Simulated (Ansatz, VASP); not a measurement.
One calculation of Na, two programs

The input POSCAR:

```
Na
1.0
    3.6755475868      0.0000000000      0.0000000000
   -1.8377737934      3.1831175830      0.0000000000
    0.0000000000      0.0000000000     12.4531759071
Na
4
Direct
    0.6666666667      0.3333333333      0.7500000000
    0.0000000000      0.0000000000      0.5000000000
    0.3333333333      0.6666666667      0.2500000000
    0.0000000000      0.0000000000      0.0000000000
```

The input INCAR.step1:

```
PREC = Accurate ; ENCUT = 520
ISMEAR = -1 ; SIGMA = 0.05
LREAL = F ; LASPH = T
NELM = 80 ; NBANDS = 22
GGA = PE ; ALGO = Normal
EDIFF = 1E-4 ; LWAVE = T
LCHARG = F
```

File INCAR.step2:

```
PREC = Accurate ; ENCUT = 520
EDIFF = 1E-6 ; ISMEAR = -1
SIGMA = 0.05 ; LREAL = F
LASPH = T ; NELM = 80
ALGO = Normal ; ISIF = 2
LWAVE = F ; LCHARG = F
METAGGA = R2SCAN ; LMIXTAU = T
NBANDS = 22 ; ISTART = 1
```

KPOINTS

```
Automatic mesh
0
Gamma
  8 8 3
```

The input input.yaml:

```yaml
crystal:
  lattice:
    - [3.6755475868, 0.0, 0.0]
    - [-1.8377737934, 3.183117583, 0.0]
    - [0.0, 0.0, 12.4531759071]
  atoms:
    - { symbol: Na, position: [0.6666666667, 0.3333333333, 0.75] }
    - { symbol: Na, position: [0.0, 0.0, 0.5] }
    - { symbol: Na, position: [0.3333333333, 0.6666666667, 0.25] }
    - { symbol: Na, position: [0.0, 0.0, 0.0] }
hamiltonian:
  xc: r2scan
  pseudopotentials: { kind: paw }
kpoints:
  mp_grid: { grid: [8, 8, 3] }
scf:
  occupations: { method: fermi_dirac, width: 0.05 }
output:
  forces: true
  stress: true
  eigenvalues: true
```

Alike in both runs: task single point; functional r2SCAN; k mesh 8 × 8 × 3; occupations fermi-dirac, width 0.05 eV; no spin polarisation.

|  | VASP | Ansatz |
| --- | --- | --- |
| version | VASP 6.6.1 | Ansatz 0.2.0 |
| potentials or method | VASP PAW PBE potentials, release 64 (Na_pv) | Ansatz PAW |
| plane-wave cutoff (eV) | 520 | 500 |
| valence electrons in the cell | 28 | 36 |

```csv
,VASP,Ansatz,Ansatz less VASP
gap on the k mesh at the Fermi level (eV),none,none,-
pressure (GPa),0.3,0.3,-0.02
"traceless stress, the component that is largest in VASP (GPa)",-0.67,-0.73,-0.054
```

VASP's potentials were made for PBE, not for r2SCAN. A gap of «none» marks a metal or a gap that the smearing closes. VASP's potentials hold 28 valence electrons a cell and Ansatz's 36, so a difference there can come from the potentials and not from the codes.
